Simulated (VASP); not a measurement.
# Co (Fd-3m) in VASP: a series of runs

Runs on Co. Level: PBE. Tasks: single point.

Everything below comes from runs of VASP 6.6.1. Logs are shortened: lines on timing, memory, paths and dates and some standing lists are left out, and cuts for length are marked.

### Step 1. The cell of the first run

Symmetry: Fd-3m, No. 227, cubic system. The conventional cell has a = 6.240 Å, b = 6.240 Å, c = 6.240 Å, α = 90.00°, β = 90.00°, γ = 90.00°. Within 3.4 Å of Co (site symmetry -43m) lie 16 Co at 2.59 to 2.70 Å. Co (site symmetry -3m) has 12 Co at 2.21 to 2.59 Å within 2.9 Å.

This isn't the form of Co at room conditions, which is hcp.

### Step 2. Single point, PBE, collinear spin, ferromagnetic start (10.12 Å³/atom)

Contents of INCAR:

```
SYSTEM = Co
  PREC = Accurate
  ENCUT = 520
  EDIFF = 1E-6
  ISMEAR = 0
  SIGMA = 0.15
  LREAL = .FALSE.
  LASPH = .TRUE.
  NELM = 150
  ALGO = Normal
  ISIF = 2
  LWAVE = .FALSE.
  LCHARG = .FALSE.
  ISPIN = 2
  MAGMOM = 2.05 2.05 1.96 1.96 1.96 1.96
  LORBIT = 11
  LMAXMIX = 4
  GGA = PE
  NBANDS = 40
```

Contents of KPOINTS:

```
regular mesh
0
G
  12 12 12
  0 0 0
```

Contents of POSCAR:

```
Co
1.0
    0.0000000000      3.1199202807      3.1199202807
    3.1199202807      0.0000000000      3.1199202807
    3.1199202807      3.1199202807      0.0000000000
Co
6
Direct
    0.2500000000      0.2500000000      0.2500000000
    0.0000000000      0.0000000000      0.0000000000
    0.6250000000      0.6250000000      0.1250000000
    0.6250000000      0.1250000000      0.6250000000
    0.1250000000      0.6250000000      0.6250000000
    0.6250000000      0.6250000000      0.6250000000
```

Potentials or basis: VASP PAW PBE potentials, release 64 (Co).

Started as:

```sh
cat potpaw_PBE.64/Co/POTCAR > POTCAR
mpirun -np 1 vasp_std > vasp.out
```

OUTCAR:

```text
SYSTEM = Co
   PREC = Accurate
   ENCUT = 520
   EDIFF = 1E-6
   ISMEAR = 0
   LREAL = .FALSE.
   LASPH = .TRUE.
   NELM = 150
   ISIF = 2
   ISPIN = 2
   LORBIT = 11
   GGA = PE

 ion  position               nearest neighbor table
   1  0.250  0.250  0.250-   4 2.59   5 2.59   3 2.59   4 2.59   5 2.59   6 2.59   3 2.59   5 2.59
                             6 2.59   3 2.59   4 2.59   6 2.59   2 2.70   2 2.70   2 2.70   2 2.70
   2  0.000  0.000  0.000-   4 2.59   5 2.59   6 2.59   3 2.59   5 2.59   6 2.59   4 2.59   5 2.59
                             6 2.59   3 2.59   3 2.59   4 2.59   1 2.70   1 2.70   1 2.70   1 2.70
   3  0.625  0.625  0.125-   6 2.21   4 2.21   5 2.21   6 2.21   4 2.21   5 2.21   1 2.59   2 2.59
                             2 2.59   1 2.59   2 2.59   1 2.59
   4  0.625  0.125  0.625-   6 2.21   3 2.21   3 2.21   5 2.21   6 2.21   5 2.21   1 2.59   2 2.59
                             2 2.59   1 2.59   2 2.59   1 2.59
   5  0.125  0.625  0.625-   6 2.21   3 2.21   4 2.21   3 2.21   4 2.21   6 2.21   1 2.59   2 2.59
                             1 2.59   2 2.59   1 2.59   2 2.59
   6  0.625  0.625  0.625-   3 2.21   4 2.21   5 2.21   3 2.21   4 2.21   5 2.21   2 2.59   1 2.59
                             2 2.59   1 2.59   2 2.59   1 2.59

  LATTYP: Found a face centered cubic cell.
 ALAT       =     6.2398405614

  Lattice vectors:

 A1 = (   0.0000000000,   3.1199202807,   3.1199202807)
 A2 = (   3.1199202807,   0.0000000000,   3.1199202807)
 A3 = (   3.1199202807,   3.1199202807,   0.0000000000)

Analysis of symmetry for initial positions (statically):
=====================================================================
 Subroutine PRICEL returns:
 Original cell was already a primitive cell.

 Routine SETGRP: Setting up the symmetry group for a
 face centered cubic supercell.

 Subroutine GETGRP returns: Found 48 space group operations
 (whereof 24 operations were pure point group operations)
 out of a pool of 48 trial point group operations.

The static configuration has the point symmetry T_d .
 The point group associated with its full space group is O_h .

Analysis of symmetry for dynamics (positions and initial velocities):
=====================================================================
 Subroutine PRICEL returns:
 Original cell was already a primitive cell.

 Routine SETGRP: Setting up the symmetry group for a
 face centered cubic supercell.

 Subroutine GETGRP returns: Found 48 space group operations
 (whereof 24 operations were pure point group operations)
 out of a pool of 48 trial point group operations.

The dynamic configuration has the point symmetry T_d .
 The point group associated with its full space group is O_h .

Analysis of structural, dynamic, and magnetic symmetry:
=====================================================================
 Subroutine PRICEL returns:
 Original cell was already a primitive cell.

 Routine SETGRP: Setting up the symmetry group for a
 face centered cubic supercell.

 Subroutine GETGRP returns: Found 48 space group operations
 (whereof 24 operations were pure point group operations)
 out of a pool of 48 trial point group operations.

The overall configuration has the point symmetry T_d .
 The point group associated with its full space group is O_h .

 Subroutine INISYM returns: Found 48 space group operations
 (whereof 24 operations are pure point group operations),
 and found     1 'primitive' translations

----------------------------------------------------------------------------------------

                                     Primitive cell

  volume of cell :      60.7380

  direct lattice vectors                    reciprocal lattice vectors
     0.000000000  3.119920281  3.119920281    -0.160260505  0.160260505  0.160260505
     3.119920281  0.000000000  3.119920281     0.160260505 -0.160260505  0.160260505
     3.119920281  3.119920281  0.000000000     0.160260505  0.160260505 -0.160260505

  length of vectors
     4.412233574  4.412233574  4.412233574     0.277579337  0.277579337  0.277579337

  position of ions in fractional coordinates (direct lattice)
     0.250000000  0.250000000  0.250000000
     0.000000000  0.000000000  0.000000000
     0.625000000  0.625000000  0.125000000
     0.625000000  0.125000000  0.625000000
     0.125000000  0.625000000  0.625000000
     0.625000000  0.625000000  0.625000000

  ion indices of the primitive-cell ions
   primitive index   ion index
                 1           1
                 2           2
                 3           3
                 4           4
                 5           5
                 6           6

----------------------------------------------------------------------------------------

 KPOINTS: regular mesh

Automatic generation of k-mesh.
 Grid dimensions read from file:
 generate k-points for:   12   12   12

 Generating k-lattice:

  Cartesian coordinates                     Fractional coordinates (reciprocal lattice)
    -0.013355042  0.013355042  0.013355042     0.083333333  0.000000000  0.000000000
     0.013355042 -0.013355042  0.013355042     0.000000000  0.083333333  0.000000000
     0.013355042  0.013355042 -0.013355042     0.000000000  0.000000000  0.083333333

  Length of vectors
     0.023131611  0.023131611  0.023131611

  Shift w.r.t. Gamma in fractional coordinates (k-lattice)
     0.000000000  0.000000000  0.000000000

 Subroutine IBZKPT returns following result:
 ===========================================

 Found     72 irreducible k-points:

 Following reciprocal coordinates:
            Coordinates               Weight
  0.000000  0.000000  0.000000      1.000000
  0.083333  0.000000  0.000000      8.000000
  0.166667  0.000000  0.000000      8.000000
  0.250000  0.000000  0.000000      8.000000
  0.333333  0.000000  0.000000      8.000000
  0.416667  0.000000  0.000000      8.000000
[... 16 lines left out ...]
  0.500000  0.166667  0.000000     24.000000
 -0.416667  0.166667  0.000000     24.000000
 [... further k-points ...]
   k-points           NKPTS =     72   k-points in BZ     NKDIM =     72   number of bands    NBANDS=     40
   number of dos      NEDOS =    301   number of ions     NIONS =      6
   total plane-waves  NPLWV =  46656
   dimension x,y,z NGX =    36 NGY =   36 NGZ =   36
   dimension x,y,z NGXF=    72 NGYF=   72 NGZF=   72
   ions per type =               6
   NGX,Y,Z   is equivalent  to a cutoff of  13.56, 13.56, 13.56 a.u.
   NGXF,Y,Z  is equivalent  to a cutoff of  27.13, 27.13, 27.13 a.u.
 SYSTEM =  Co
   PREC   = accura    normal or accurate (medium, high low for compatibility)
   ISTART =      0    job   : 0-new  1-cont  2-samecut
   ICHARG =      2    charge: 1-file 2-atom 10-const
   ISPIN  =      2    spin polarized calculation?
   LNONCOLLINEAR =      F non collinear calculations
   LSORBIT =      F    spin-orbit coupling
   LASPH  =      T    aspherical Exc in radial PAW
   ENCUT  =  520.0 eV  38.22 Ry    6.18 a.u.   8.20  8.20  8.20*2*pi/ulx,y,z
   NELM   =    150;   NELMIN=  2; NELMDL= -5     # of ELM steps
   EDIFF  = 0.1E-05   stopping-criterion for ELM
   LREAL  =      F    real-space projection
   EDIFFG = 0.1E-04   stopping-criterion for IOM
   NSW    =      0    number of steps for IOM
   IBRION =     -1    ionic relax: 0-MD 1-quasi-New 2-CG
   NFREE  =      0    steps in history (QN), initial steepest desc. (CG)
   ISIF   =      2    stress and relaxation
   ISYM   =      2    0-nonsym 1-usesym 2-fastsym
   POTIM  = 0.5000    time-step for ionic-motion
   TEBEG  =    0.0;   TEEND  =   0.0 temperature during run
   PSTRESS=    0.0 pullay stress
   NELECT =      54.0000    total number of electrons
   NUPDOWN=      -1.0000    fix difference up-down
   EMIN   =  10.00;   EMAX   =-10.00  energy-range for DOS
   EFERMI =   0.00;   METHOD = LEGACY
   ISMEAR =     0;   SIGMA  =   0.15  broadening in eV -4-tet -1-fermi 0-gaus
   EFERMI_NEDOS =   21; number of points for ismear=-14 and -15
   IALGO  =     38    algorithm
   IMIX   =      4    mixing-type and parameters
     AMIX     =   0.40;   BMIX     =  1.00
     AMIX_MAG =   1.60;   BMIX_MAG =  1.00
  volume/ion in A,a.u.               =      10.12        68.31
  Fermi-wavevector in a.u.,A,eV,Ry     =   1.574173  2.974757 33.715538  2.478022
  Thomas-Fermi vector in A             =   2.675347
   LORBIT       =     11    0 simple, 1 ext, 2 COOP (PROOUT), +10 PAW based schemes
   GGA     = PE    functional components
   LHFCALC =     F    Hartree Fock is set to
   AEXX    =    0.0000 exact exchange contribution
   IVDW    =     0    specifies the selected vdW correction
   LEPSILON=     F    determine dielectric tensor
   LRPA    =     F    only Hartree local field effects (RPA)
 spin polarized calculation
 Gauss-broadening in eV      SIGMA  =   0.15
  energy-cutoff  :      520.00
  volume of cell :       60.74
 maximum number of plane-waves:      1660
 NGX is ok and might be reduce to    36
   NGX = 17   NGY = 17   NGZ = 17

 number of electron      54.0000000 magnetization      11.9400000

 number of electron      53.9999993 magnetization       9.5778690

 Free energy of the ion-electron system (eV)
  ---------------------------------------------------
  ext. energy  EPLUGINS =         0.00000000
  ---------------------------------------------------
  free energy    TOTEN  =       -40.37882186 eV

  energy without entropy =      -40.29397158  energy(sigma->0) =      -40.33639672

 E-fermi :  11.6308     XC(G=0): -13.7802

 val. band max:       11.6278650279   @ k =   0.5000   0.1667   0.0000
 cond. band min:      11.6308751032   @ k =   0.4167   0.3333   0.0833
 fundamental gap:      0.0030100753
 Fermi energy:        11.6307795234

 spin component 1

 k-point     1 :       0.0000    0.0000    0.0000
  band No.  band energies     occupation
      1       1.9221      1.00000
      2       4.6289      1.00000
      3       5.9798      1.00000
      4       5.9798      1.00000
      5       5.9798      1.00000
      6       6.7061      1.00000
[... 31 lines left out ...]
     38      18.6874      0.00000
     39      19.6518      0.00000
[... 964 lines left out ...]
     38      20.0715      0.00000
     39      21.1885      0.00000

 [... further k-points ...]

 spin component 2

 k-point     1 :       0.0000    0.0000    0.0000
  band No.  band energies     occupation
      1       1.9790      1.00000
      2       5.6924      1.00000
      3       7.0990      1.00000
      4       7.0990      1.00000
      5       7.0990      1.00000
      6       7.8439      1.00000
[... 31 lines left out ...]
     38      19.4797      0.00000
     39      20.2342      0.00000
[... 964 lines left out ...]
     38      20.7532      0.00000
     39      21.8117      0.00000

 [... further k-points ...]

 [bands above 39 left out]

------------------------ aborting loop because EDIFF is reached ----------------------------------------

  FORCE on cell =-STRESS in cart. coord.  units (eV):
  Direction    XX          YY          ZZ          XY          YZ          ZX
  --------------------------------------------------------------------------------------
  -------------------------------------------------------------------------------------
  Total       11.6736317     11.6736317     11.6736317      0.0000000      0.0000000      0.0000000
  in kB      307.9328922    307.9328922    307.9328922      0.0000000      0.0000000      0.0000000
  external PRESSURE =     307.9328922 kB  Pullay stress =       0.0000000 kB

 VOLUME and BASIS-vectors are now :
 -----------------------------------------------------------------------------
  energy-cutoff  :      520.00
  volume of cell :       60.74
      direct lattice vectors                 reciprocal lattice vectors
     0.000000000  3.119920281  3.119920281    -0.160260505  0.160260505  0.160260505
     3.119920281  0.000000000  3.119920281     0.160260505 -0.160260505  0.160260505
     3.119920281  3.119920281  0.000000000     0.160260505  0.160260505 -0.160260505

 POSITION                                       TOTAL-FORCE (eV/Angst)
 -----------------------------------------------------------------------------------
      1.55996      1.55996      1.55996         0.000000      0.000000      0.000000
      0.00000      0.00000      0.00000        -0.000000     -0.000000     -0.000000
      2.33994      2.33994      3.89990        -0.000000      0.000000      0.000000
      2.33994      3.89990      2.33994        -0.000000      0.000000      0.000000
      3.89990      2.33994      2.33994        -0.000000      0.000000      0.000000
      3.89990      3.89990      3.89990        -0.000000      0.000000      0.000000
 -----------------------------------------------------------------------------------
    total drift:                                0.000000      0.000000      0.000000

  FREE ENERGIE OF THE ION-ELECTRON SYSTEM (eV)
  ---------------------------------------------------
  free  energy   TOTEN  =       -40.3788218613 eV

  energy  without entropy=      -40.2939715810  energy(sigma->0) =      -40.33639672

 total charge

# of ion       s       p       d       tot
------------------------------------------
    1        0.430   0.482   7.246   8.158
    2        0.430   0.482   7.246   8.158
    3        0.587   0.674   7.404   8.664
    4        0.587   0.674   7.404   8.664
    5        0.587   0.674   7.404   8.664
    6        0.587   0.674   7.404   8.664
--------------------------------------------------
tot          3.207   3.659  44.106  50.972

 magnetization (x)

# of ion       s       p       d       tot
------------------------------------------
    1       -0.009  -0.040   1.732   1.683
    2       -0.009  -0.040   1.732   1.683
    3       -0.011  -0.053   1.617   1.553
    4       -0.011  -0.053   1.617   1.553
    5       -0.011  -0.053   1.617   1.553
    6       -0.011  -0.053   1.617   1.553
--------------------------------------------------
tot         -0.061  -0.293   9.932   9.578
```

Wall time 15 min (1 thread of Intel Xeon 8259CL, shared host); peak memory 0.39 GiB.

Results:

| Property | Result |
| --- | --- |
| Free energy | -40.3788 eV |
| Pressure | 30.8 GPa |
| Net moment | 9.58 μB per cell |
| Site moments | Co +1.68, +1.55 (each value once) μB |
| Valence electrons inside the program's atomic spheres | Co 8.16, 8.66 (each value once) |

Caveat: the cell stands under pressure.

(Continued in part 2 of 2.)
